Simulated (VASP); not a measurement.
Set up this calculation in VASP 6.6.1, as the native input.

* Task: single point
* Functional: PBE
* Potentials or basis: VASP PAW PBE potentials, release 64 (P, Ga_d, As)
* Cutoff: 520 eV
* k mesh: 6 × 6 × 6
* Occupations: gaussian, width 0.01 eV
* Spin: no spin polarisation
* Dipole correction: no
* Further INCAR settings: ALGO = Normal; EDIFF = 1e-06; NBANDS = 36

The structure of Ga3AsP2 lies in POSCAR:

```
Ga3AsP2
1.0
   -1.9739359036      5.9219837069      2.7918459091
    1.9739359036     -5.9219837069      2.7918459091
    1.9739359036      5.9219837069     -2.7918459091
P Ga As
2 3 1
Direct
    0.3328875926      0.0003382932      0.3325492994
    0.6677889939      0.0003382932      0.6674507006
    0.5727725954      0.7440926432      0.8286799522
    0.9154126911      0.7440926432      0.1713200478
    0.2619507998      0.7619507998      0.5000000000
   -0.0008126727     -0.0008126727      0.0000000000
```

One way to write it, as run:

INCAR

```
SYSTEM = Ga3AsP2
ALGO = Normal ; EDIFF = 1E-6
ENCUT = 520 ; GGA = PE
ISIF = 2 ; ISMEAR = 0
LASPH = .True. ; LCHARG = .False.
LREAL = .False. ; LWAVE = .False.
NBANDS = 36 ; NELM = 60
PREC = Accurate ; SIGMA = 0.01
```

KPOINTS

```
k-points
0
Gamma
  6 6 6
  0 0 0
```

Potentials or basis: VASP PAW PBE potentials, release 64 (P, Ga_d, As).

Command:

```sh
$ cat potpaw_PBE.64/P/POTCAR potpaw_PBE.64/Ga_d/POTCAR potpaw_PBE.64/As/POTCAR > POTCAR
$ mpirun -np 1 vasp_std > vasp.out
```

It gave:

| Property | Result |
| --- | --- |
| Pressure | 0.1 GPa |
| Largest force | 0.016 eV/Å |
| Band gap on the k mesh | 1.04 eV |

It took 11 min on 1 thread of Intel Xeon 8259CL, on a shared host, peak memory 0.52 GiB.
